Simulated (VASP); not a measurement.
Bi: single point with PBE+D3(BJ)

Crystal: Bi.

```
Bi
1.0
    -1.70474    2.14562    2.02805
     1.70474   -2.14562    2.02805
     1.70474    2.14562   -2.02805
Bi
1
Direct
  0.00000 0.00000 0.00000
```

This cell differs from its parent crystal: strain +e along x and -e along y -0.1125, strain +e along z and -e/2 along x and y +0.0350.

```json
{
  "Program": "VASP 6.6.1",
  "Task": "single point",
  "Functional": "PBE",
  "Dispersion": "D3(BJ)",
  "Potentials or basis": "VASP PAW PBE potentials, release 64 (Bi_d)",
  "Cutoff": "520 eV",
  "k mesh": "16 × 16 × 16",
  "Occupations": "gaussian, width 0.15 eV",
  "Spin": "no spin polarisation"
}
```

```yaml
Pressure: 1.7 GPa
Band_gap_on_the_k_mesh: zero (an odd number of electrons rules out a gap without spin polarisation)
Dispersion_energy_per_atom: -0.532 eV
```

Stress tensor (GPa, compression positive):
```
2.59 0.00 0.00
0.00 0.83 0.00
0.00 0.00 1.68
```

Levels at points of the mesh, in eV from the Fermi level:
```
           k point  band 3  band 4  band 5  band 6  band 7  band 8  band 9  band 10  band 11  band 12
(0.00, 0.00, 0.00)  -23.10  -23.09  -22.97  -13.97    4.44    4.57    6.58     8.72     9.57    10.25
(0.50, 0.00, 0.00)  -23.06  -23.01  -22.92  -11.25   -5.68    3.57    5.36     8.28     9.69    10.19
(0.00, 0.50, 0.00)  -23.00  -22.94  -22.91  -10.08   -5.21    0.92    2.08     5.14     6.43    12.57
(0.50, 0.50, 0.00)  -23.02  -22.94  -22.92  -10.24   -5.35    1.41    2.77     5.74     7.15    10.79
(0.50, 0.50, 0.50)  -22.94  -22.94  -22.90   -8.83   -3.36   -2.58    0.74     2.69     5.24    16.10
```

Wall time 6.6 min on 1 thread of Intel Xeon 8259CL, on a shared host, peak memory 0.35 GiB.

Caveat: the cell differs from its parent crystal (strain +e along x and -e along y -0.1125, strain +e along z and -e/2 along x and y +0.0350); spin-orbit coupling is left out, which moves the levels of the heavy elements.
